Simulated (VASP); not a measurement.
# CsLiCr2Te2S3 (Cm) in VASP: single point with PBE+U

Aim: the single point of CsLiCr2Te2S3 with PBE+U.

Everything below comes from runs of VASP 6.6.1. Logs are shortened: lines on timing, memory, paths and dates and some standing lists are left out, and cuts for length are marked.

### Step 1. The cell of the first run

Symmetry: Cm, No. 8, monoclinic system. Conventional cell: a = 6.843 Å, b = 10.361 Å, c = 7.978 Å, α = 90.00°, β = 111.21°, γ = 90.00°. Cs (site symmetry m) has 6 S at 3.58 to 4.55 Å and 2 Li at 4.01 to 4.44 Å and 6 Te at 4.15 to 4.36 Å and 6 Cr at 4.63 to 4.67 Å within 4.7 Å. Li (site symmetry m) has 3 S at 2.42 to 2.56 Å and 2 Te at 3.02 Å and 2 Cr at 3.10 Å within 3.2 Å. Cr (site symmetry 1) has 3 S at 2.20 to 2.25 Å and 1 Te at 2.51 Å within 2.9 Å. Within 3.3 Å of Te (site symmetry 1) lie 1 Cr at 2.51 Å and 1 Li at 3.02 Å and 1 Te at 3.20 Å. Within 3.0 Å of S (site symmetry 1) lie 2 Cr at 2.24 to 2.25 Å and 1 Li at 2.56 Å. S (site symmetry m) has 2 Cr at 2.20 Å and 1 Li at 2.42 Å within 2.9 Å.

### Step 2. Single point, PBE+U, collinear spin, ferromagnetic start

INCAR reads:

```
PREC = Accurate
ENCUT = 520
EDIFF = 1E-7
ISMEAR = -1
SIGMA = 0.05
LREAL = False
LASPH = True
NELM = 150
ALGO = Normal
ISIF = 2
LWAVE = False
LCHARG = False
ISPIN = 2
MAGMOM = 0 0 3 3 0 0 0 0 0
LORBIT = 11
LMAXMIX = 4
LDAU = True
LDAUTYPE = 2
LDAUL = -1 -1 2 -1 -1
LDAUU = 0 0 3 0 0
LDAUJ = 0 0 0 0 0
LDAUPRINT = 1
GGA = PE
NBANDS = 47
```

KPOINTS reads:

```
Automatic mesh
0
Gamma
  4 4 3
```

POSCAR reads:

```
CsLiCr2Te2S3
1.0
    3.4216200000     -5.1806900000      0.0078400000
    3.4216200000      5.1806900000      0.0078400000
   -2.9041100000      0.0000000000      7.4309300000
Cs Li Cr Te S
1 1 2 2 3
Direct
    0.0937400000      0.0937400000      0.0085300000
    0.5887500000      0.5887500000      0.5533600000
    0.0564600000      0.4675500000      0.5579000000
    0.4675500000      0.0564600000      0.5579000000
    0.5648600000      0.8735700000      0.2903500000
    0.8735700000      0.5648600000      0.2903500000
    0.8115100000      0.3969700000      0.7334700000
    0.3969700000      0.8115100000      0.7334700000
    0.2140400000      0.2140400000      0.4837100000
```

Potentials or basis: VASP PAW PBE potentials, release 64 (Cs_sv, Li_sv, Cr_pv, Te, S).

The run is started by

```bash
$ cat potpaw_PBE.64/Cs_sv/POTCAR potpaw_PBE.64/Li_sv/POTCAR potpaw_PBE.64/Cr_pv/POTCAR potpaw_PBE.64/Te/POTCAR potpaw_PBE.64/S/POTCAR > POTCAR
$ mpirun -np 1 vasp_std > vasp.out
```

OUTCAR:

```text
PREC = Accurate
   ENCUT = 520
   EDIFF = 1E-7
   ISMEAR = -1
   LREAL = False
   LASPH = True
   NELM = 150
   ISIF = 2
   ISPIN = 2
   LORBIT = 11
   GGA = PE

 ion  position               nearest neighbor table
   1  0.094  0.094  0.009-
   2  0.589  0.589  0.553-   9 2.42   8 2.56   7 2.56   6 3.02   5 3.02
   3  0.056  0.468  0.558-   9 2.20   7 2.24   8 2.25   6 2.51
   4  0.468  0.056  0.558-   9 2.20   8 2.24   7 2.25   5 2.51
   5  0.565  0.874  0.290-   4 2.51   2 3.02   6 3.20
   6  0.874  0.565  0.290-   3 2.51   2 3.02   5 3.20
   7  0.812  0.397  0.733-   3 2.24   4 2.25   2 2.56
   8  0.397  0.812  0.733-   4 2.24   3 2.25   2 2.56
   9  0.214  0.214  0.484-   3 2.20   4 2.20   2 2.42

  LATTYP: Found a base centered monoclinic cell.
 ALAT       =     6.8432579639
 B/A-ratio  =     1.5141004555
 C/A-ratio  =     1.1658564481
 COS(beta)  =    -0.3618680181

  Lattice vectors:

 A1 = (   3.4216200000,  -5.1806900000,   0.0078400000)
 A2 = (   3.4216200000,   5.1806900000,   0.0078400000)
 A3 = (  -2.9041100000,   0.0000000000,   7.4309300000)

Analysis of symmetry for initial positions (statically):
=====================================================================
 Subroutine PRICEL returns:
 Original cell was already a primitive cell.

 Routine SETGRP: Setting up the symmetry group for a
 base centered monoclinic supercell.

 Subroutine GETGRP returns: Found  2 space group operations
 (whereof  2 operations were pure point group operations)
 out of a pool of  4 trial point group operations.

The static configuration has the point symmetry C_1h.

Analysis of symmetry for dynamics (positions and initial velocities):
=====================================================================
 Subroutine PRICEL returns:
 Original cell was already a primitive cell.

 Routine SETGRP: Setting up the symmetry group for a
 base centered monoclinic supercell.

 Subroutine GETGRP returns: Found  2 space group operations
 (whereof  2 operations were pure point group operations)
 out of a pool of  4 trial point group operations.

The dynamic configuration has the point symmetry C_1h.

Analysis of structural, dynamic, and magnetic symmetry:
=====================================================================
 Subroutine PRICEL returns:
 Original cell was already a primitive cell.

 Routine SETGRP: Setting up the symmetry group for a
 base centered monoclinic supercell.

 Subroutine GETGRP returns: Found  2 space group operations
 (whereof  2 operations were pure point group operations)
 out of a pool of  4 trial point group operations.

The overall configuration has the point symmetry C_1h.

 Subroutine INISYM returns: Found  2 space group operations
 (whereof  2 operations are pure point group operations),
 and found     1 'primitive' translations

----------------------------------------------------------------------------------------

                                     Primitive cell

  volume of cell :     263.6825

  direct lattice vectors                    reciprocal lattice vectors
     3.421620000 -5.180690000  0.007840000     0.145998873 -0.096512241  0.057058374
     3.421620000  5.180690000  0.007840000     0.145998873  0.096512241  0.057058374
    -2.904110000  0.000000000  7.430930000    -0.000308072  0.000000000  0.134452259

  length of vectors
     6.208630587  6.208630587  7.978256423     0.184081345  0.184081345  0.134452612

  position of ions in fractional coordinates (direct lattice)
[... 156 lines left out ...]
  o =  0.7447  v = -0.1207 -0.5213  0.5253 -0.3362  0.5698  0.0000  0.0000  0.0000  0.0000  0.0000      0.0000  0.0000  0.0000  0.0000  0.0000  0.0000  0.0000  0.0000  0.0000  0.0000
  o =  0.8691  v =  0.0347  0.3754  0.8477  0.1526 -0.3407  0.0000  0.0000  0.0000  0.0000  0.0000      0.0000  0.0000  0.0000  0.0000  0.0000  0.0000  0.0000  0.0000  0.0000  0.0000
  o =  0.8892  v =  0.8474  0.3014 -0.0043 -0.3615  0.2459  0.0000  0.0000  0.0000  0.0000  0.0000      0.0000  0.0000  0.0000  0.0000  0.0000  0.0000  0.0000  0.0000  0.0000  0.0000

atom =   4  type =  3  l = 2

 onsite density matrix

spin component  1

  0.8014  0.0929  0.0037  0.1003 -0.0412
  0.0929  0.6921 -0.0464 -0.0074  0.0668
  0.0037 -0.0464  0.8331  0.0059 -0.0364
  0.1003 -0.0074  0.0059  0.5807 -0.1166
 -0.0412  0.0668 -0.0364 -0.1166  0.6570

spin component  2

  0.0850 -0.0266 -0.0082 -0.0267  0.0181
 -0.0266  0.1258  0.0339  0.0064 -0.0072
 -0.0082  0.0339  0.0913 -0.0082  0.0264
 -0.0267  0.0064 -0.0082  0.1605  0.0291
  0.0181 -0.0072  0.0264  0.0291  0.1520

 occupancies and eigenvectors

  o =  0.0557  v =  0.0000  0.0000  0.0000  0.0000  0.0000  0.5427 -0.1784  0.6544  0.3080 -0.3880      0.0000  0.0000  0.0000  0.0000  0.0000  0.0000  0.0000  0.0000  0.0000  0.0000
  o =  0.0651  v =  0.0000  0.0000  0.0000  0.0000  0.0000  0.6843  0.5492 -0.4665  0.1121  0.0069      0.0000  0.0000  0.0000  0.0000  0.0000  0.0000  0.0000  0.0000  0.0000  0.0000
  o =  0.1459  v =  0.0000  0.0000  0.0000  0.0000  0.0000  0.1183  0.4232  0.5446 -0.5571  0.4472      0.0000  0.0000  0.0000  0.0000  0.0000  0.0000  0.0000  0.0000  0.0000  0.0000
  o =  0.1591  v =  0.0000  0.0000  0.0000  0.0000  0.0000  0.4520 -0.6807 -0.1707 -0.1667  0.5249      0.0000  0.0000  0.0000  0.0000  0.0000  0.0000  0.0000  0.0000  0.0000  0.0000
  o =  0.1888  v =  0.0000  0.0000  0.0000  0.0000  0.0000  0.1378 -0.1554 -0.1688 -0.7446 -0.6115      0.0000  0.0000  0.0000  0.0000  0.0000  0.0000  0.0000  0.0000  0.0000  0.0000
  o =  0.4835  v = -0.1717 -0.0599  0.0364  0.8201  0.5414  0.0000  0.0000  0.0000  0.0000  0.0000      0.0000  0.0000  0.0000  0.0000  0.0000  0.0000  0.0000  0.0000  0.0000  0.0000
  o =  0.5778  v =  0.4866 -0.7021 -0.0644 -0.2459  0.4535  0.0000  0.0000  0.0000  0.0000  0.0000      0.0000  0.0000  0.0000  0.0000  0.0000  0.0000  0.0000  0.0000  0.0000  0.0000
  o =  0.7447  v =  0.1207  0.5213  0.5253 -0.3362  0.5698  0.0000  0.0000  0.0000  0.0000  0.0000      0.0000  0.0000  0.0000  0.0000  0.0000  0.0000  0.0000  0.0000  0.0000  0.0000
  o =  0.8691  v =  0.0347  0.3754 -0.8477 -0.1526  0.3407  0.0000  0.0000  0.0000  0.0000  0.0000      0.0000  0.0000  0.0000  0.0000  0.0000  0.0000  0.0000  0.0000  0.0000  0.0000
  o =  0.8892  v =  0.8474  0.3014  0.0043  0.3615 -0.2459  0.0000  0.0000  0.0000  0.0000  0.0000      0.0000  0.0000  0.0000  0.0000  0.0000  0.0000  0.0000  0.0000  0.0000  0.0000

 number of electron      66.0000015 magnetization       4.9805774

 Free energy of the ion-electron system (eV)
  ---------------------------------------------------
  ext. energy  EPLUGINS =         0.00000000
  ---------------------------------------------------
  free energy    TOTEN  =       -40.92879269 eV

  energy without entropy =      -40.88733864  energy(sigma->0) =      -40.90806566

 E-fermi :   2.9898     XC(G=0):  -8.3035

 val. band max:        2.9871331633   @ k =   0.2500   0.2500   0.3333
 cond. band min:       3.0034969394   @ k =   0.2500   0.2500   0.0000
 fundamental gap:      0.0163637760
 Fermi energy:         2.9897827472

 spin component 1

 k-point     1 :       0.0000    0.0000    0.0000
  band No.  band energies     occupation
      1     -42.8203      1.00000
      2     -41.4139      1.00000
      3     -41.4096      1.00000
      4     -41.3894      1.00000
      5     -41.3813      1.00000
      6     -41.3702      1.00000
[... 805 lines left out ...]
     44       7.8271      0.00000
     45       8.3366      0.00000
 Fermi energy:         2.9897827472

 spin component 2

 k-point     1 :       0.0000    0.0000    0.0000
  band No.  band energies     occupation
      1     -42.8195      1.00000
      2     -38.4161      1.00000
      3     -38.4042      1.00000
      4     -38.3970      1.00000
      5     -38.3952      1.00000
      6     -38.3333      1.00000
[... 805 lines left out ...]
     44       8.0364      0.00000
     45       8.4231      0.00000
 [bands above 45 left out]

------------------------ aborting loop because EDIFF is reached ----------------------------------------

  FORCE on cell =-STRESS in cart. coord.  units (eV):
  Direction    XX          YY          ZZ          XY          YZ          ZX
  --------------------------------------------------------------------------------------
  -------------------------------------------------------------------------------------
  Total        3.2173431      4.1032470      5.2479392      0.0000000      0.0000000     -0.4884408
  in kB       19.5490963     24.9319914     31.8873263      0.0000000      0.0000000     -2.9678451
  external PRESSURE =      25.4561380 kB  Pullay stress =       0.0000000 kB

 VOLUME and BASIS-vectors are now :
 -----------------------------------------------------------------------------
  energy-cutoff  :      520.00
  volume of cell :      263.68
      direct lattice vectors                 reciprocal lattice vectors
     3.421620000 -5.180690000  0.007840000     0.145998873 -0.096512241  0.057058374
     3.421620000  5.180690000  0.007840000     0.145998873  0.096512241  0.057058374
    -2.904110000  0.000000000  7.430930000    -0.000308072  0.000000000  0.134452259

 POSITION                                       TOTAL-FORCE (eV/Angst)
 -----------------------------------------------------------------------------------
      0.61671      0.00000      0.06486        -0.007556      0.000000     -0.049365
      2.42194      0.00000      4.12121        -0.077577      0.000000      0.112846
      0.17276      2.12973      4.14982        -0.243373     -0.228156      0.268682
      0.17276     -2.12973      4.14982        -0.243373      0.228156      0.268682
      4.07855      1.59933      2.16885         0.177015     -0.716359     -0.803369
      4.07855     -1.59933      2.16885         0.177015      0.716359     -0.803369
      2.00488     -2.14760      5.45984         0.080096      0.298610      0.664944
      2.00488      2.14760      5.45984         0.080096     -0.298610      0.664944
      0.05998      0.00000      3.59777         0.057657      0.000000     -0.323997
 -----------------------------------------------------------------------------------
    total drift:                                0.000172      0.000000     -0.000023

  FREE ENERGIE OF THE ION-ELECTRON SYSTEM (eV)
  ---------------------------------------------------
  free  energy   TOTEN  =       -40.9287926866 eV

  energy  without entropy=      -40.8873386396  energy(sigma->0) =      -40.90806566

 total charge

# of ion       s       p       d       tot
------------------------------------------
    1        1.832   4.705   0.023   6.560
    2        2.015   0.049   0.000   2.063
    3        0.335   6.291   4.150  10.776
    4        0.335   6.291   4.150  10.776
    5        1.394   1.956   0.025   3.375
    6        1.394   1.956   0.025   3.375
    7        1.339   2.413   0.000   3.752
    8        1.339   2.413   0.000   3.752
    9        1.344   2.432   0.000   3.777
--------------------------------------------------
tot         11.327  28.505   8.374  48.206

 magnetization (x)

# of ion       s       p       d       tot
------------------------------------------
    1       -0.000  -0.004  -0.000  -0.004
    2        0.000  -0.000   0.000   0.000
    3        0.036   0.023   2.941   3.000
    4        0.036   0.023   2.941   3.000
    5       -0.007  -0.209   0.004  -0.211
    6       -0.007  -0.209   0.004  -0.211
    7       -0.007  -0.160   0.000  -0.168
    8       -0.007  -0.160   0.000  -0.168
    9       -0.004  -0.184   0.000  -0.188
--------------------------------------------------
tot          0.040  -0.881   5.891   5.050
```

Wall time 14 min (1 thread of Intel Xeon 6975P-C, shared host); peak memory 0.69 GiB.

What came out:

```
Free energy                                           : -40.9288 eV
Largest force                                         : 1.091 eV/Å
Net moment                                            : 4.98 μB per cell
Site moments                                          : Cs -0.00; Li +0.00; Cr +3.00; Te -0.21; S -0.17, -0.19 μB
Valence electrons inside the program's atomic spheres : Cs 6.56; Li 2.06; Cr 10.78; Te 3.38; S 3.75, 3.78
```

Forces in eV/Å, atoms in the order of the input:
```
Cs  -0.008  0.000 -0.049
Li  -0.078  0.000  0.113
Cr  -0.243 -0.228  0.269
Cr  -0.243  0.228  0.269
Te   0.177 -0.716 -0.803
Te   0.177  0.716 -0.803
S    0.080  0.299  0.665
S    0.080 -0.299  0.665
S    0.058  0.000 -0.324
```

Eigenvalues of the final occupation matrices:
| site | spin | trace | eigenvalues |
| --- | --- | --- | --- |
| site 3 d | 1 | 3.56 | 0.48 0.58 0.74 0.87 0.89 |
| site 3 d | 2 | 0.61 | 0.06 0.07 0.15 0.16 0.19 |
| site 4 d | 1 | 3.56 | 0.48 0.58 0.74 0.87 0.89 |
| site 4 d | 2 | 0.61 | 0.06 0.07 0.15 0.16 0.19 |

Caveat: the cutoff is under 1.25 times the usual one of these potentials, so pressure, stress and relaxed cells hold a basis-set (Pulay) error; spin-orbit coupling is left out, which moves the levels of the heavy elements; only a ferromagnetic start was run, and an antiferromagnetic order may lie lower in energy; forces of over 1 eV/Å act on the atoms, so gaps and moduli don't describe the material at rest.
